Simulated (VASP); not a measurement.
Ba9S8 (a cell with a defect): single point with PBE

System: Ba9S8 (a cell with a defect).

```
Ba S
1.0
     6.42852    0.00000    6.42852
     0.00000   -6.42852    6.42852
     6.42852   -6.42852    0.00000
Ba S
9 8
Direct
  0.98000 0.55910 0.48049
  0.97988 0.98023 0.48024
  0.49981 0.50016 0.49981
  0.55915 0.98024 0.48027
  0.99939 0.50013 0.00021
  0.97992 0.98035 0.05938
  0.49985 0.50011 0.00020
  0.49976 0.99989 0.00019
  0.12489 0.12466 0.62506
  0.74481 0.74504 0.24510
  0.74473 0.26500 0.24509
  0.26459 0.74504 0.24510
  0.25374 0.25410 0.23799
  0.74474 0.74505 0.76502
  0.73778 0.25405 0.75408
  0.25383 0.73769 0.75422
  0.25363 0.25404 0.75406
```

```
Program             : VASP 6.6.1
Task                : single point
Functional          : PBE
Potentials or basis : VASP PAW PBE potentials, release 64 (Ba_sv, S)
Cutoff              : 520 eV
k mesh              : 2 × 2 × 2
Occupations         : gaussian, width 0.02 eV
Spin                : no spin polarisation
```

```
Pressure               : 4.4 GPa
Largest force          : 0.062 eV/Å
Band gap on the k mesh : zero (bands 69 and 70 overlap by 0.58 eV)
```

Forces on the atoms (eV/Å):
```
Ba  -0.007 -0.005  0.008
Ba  -0.005  0.005 -0.005
Ba   0.000 -0.001 -0.004
Ba   0.006  0.005  0.007
Ba   0.001  0.002  0.000
Ba   0.007 -0.005 -0.006
Ba  -0.003  0.000 -0.003
Ba  -0.003  0.000 -0.002
Ba  -0.001  0.000  0.001
S   -0.031  0.030 -0.032
S   -0.029 -0.031  0.030
S    0.033  0.031  0.034
S   -0.034  0.035  0.035
S    0.031 -0.033 -0.030
S   -0.036 -0.034 -0.036
S    0.035  0.035 -0.034
S    0.036 -0.035  0.036
```

Levels at points of the mesh, in eV from the Fermi level:
```
           k point  band 66  band 67  band 68  band 69  band 70  band 71  band 72  band 73
(0.00, 0.00, 0.00)    -2.63    -2.63    -2.63    -0.59    -0.59    -0.28     0.91     1.47
(0.50, 0.00, 0.00)    -3.09    -2.99    -2.99    -0.01     0.47     0.47     0.83     0.84
(0.00, 0.50, 0.00)    -3.09    -2.99    -2.99    -0.01     0.47     0.47     0.84     0.84
(0.00, 0.00, 0.50)    -3.09    -2.99    -2.99    -0.01     0.47     0.47     0.83     0.84
(0.50, 0.50, 0.50)    -3.09    -2.99    -2.99    -0.01     0.47     0.47     0.83     0.83
(0.50, 0.50, 0.00)    -2.74    -2.69    -2.69    -0.01     0.21     0.55     1.21     1.27
(0.00, 0.50, 0.50)    -2.74    -2.69    -2.69    -0.01     0.21     0.55     1.21     1.27
(0.50, 0.00, 0.50)    -2.74    -2.69    -2.69    -0.01     0.21     0.55     1.21     1.27
```

Wall time 9.8 min on 1 thread of Intel(R) Xeon(R) 6975P-C (Granite Rapids), on a shared host, peak memory 0.78 GiB.

Caveat: the k points lie up to 0.42 Å⁻¹ apart, too coarse for converged energies and pressures of a metal; spin-orbit coupling is left out, which moves the levels of the heavy elements.
